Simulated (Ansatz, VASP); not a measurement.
Ge in VASP and in Ansatz

File INCAR:

```
PREC = Accurate
ENCUT = 520
EDIFF = 1E-6
ISMEAR = 0
SIGMA = 0.1
LREAL = False
LASPH = True
NELM = 60
ALGO = Normal
ISIF = 2
LWAVE = False
LCHARG = False
LDIPOL = True
IDIPOL = 3
DIPOL = 0.5 0.5 0.500
GGA = PE
NBANDS = 21
```

The input KPOINTS:

```
regular mesh
0
Gamma
  12 12 1
```

Contents of POSCAR:

```
Ge
1.0
    4.1160000000      0.0000000000      0.0000000000
   -2.0580000000      3.5645605620      0.0000000000
    0.0000000000      0.0000000000     28.0000000000
Ge
2
Direct
    0.3333333333      0.6666666667      0.5155714286
    0.6666666667      0.3333333333      0.4844285714
```

Input for Ansatz:

```yaml
crystal:
  lattice:
    - [4.116, 0.0, 0.0]
    - [-2.058, 3.564560562, 0.0]
    - [0.0, 0.0, 28.0]
  atoms:
    - { symbol: Ge, position: [0.3333333333, 0.6666666667, 0.5155714286] }
    - { symbol: Ge, position: [0.6666666667, 0.3333333333, 0.4844285714] }
  periodic: [true, true, false]
basis:
  ecutwfc: 420
kpoints:
  mp_grid: { grid: [12, 12, 1] }
hamiltonian:
  xc: pbe
  pseudopotentials: { kind: paw, azcp: { folder: soft_1 } }
scf:
  occupations: { method: gaussian, width: 0.1 }
output:
  forces: true
  stress: true
  eigenvalues: true
```

Alike in both runs: task single point; functional PBE; k mesh 12 × 12 × 1; occupations gaussian, width 0.1 eV; no spin polarisation.

|  | VASP | Ansatz |
| --- | --- | --- |
| version | VASP 6.6.1 | Ansatz 0.2.0 |
| potentials or method | VASP PAW PBE potentials, release 64 (Ge_d), cutoff 520 eV | scalar-relativistic, plane waves, PAW |
| valence electrons in the cell | 28 | 28 |

```csv
,VASP,Ansatz,Ansatz less VASP
gap on the k mesh at the Fermi level (eV),none,none,-
rms of the force components (eV/Å),0.506,0.507,+0.0008
```

Atom by atom the forces differ by 0.001 eV/Å (rms over components). A gap of «none» marks a metal or a gap that the smearing closes. The functional is the same, so the differences come from potentials, cutoffs and numerics.
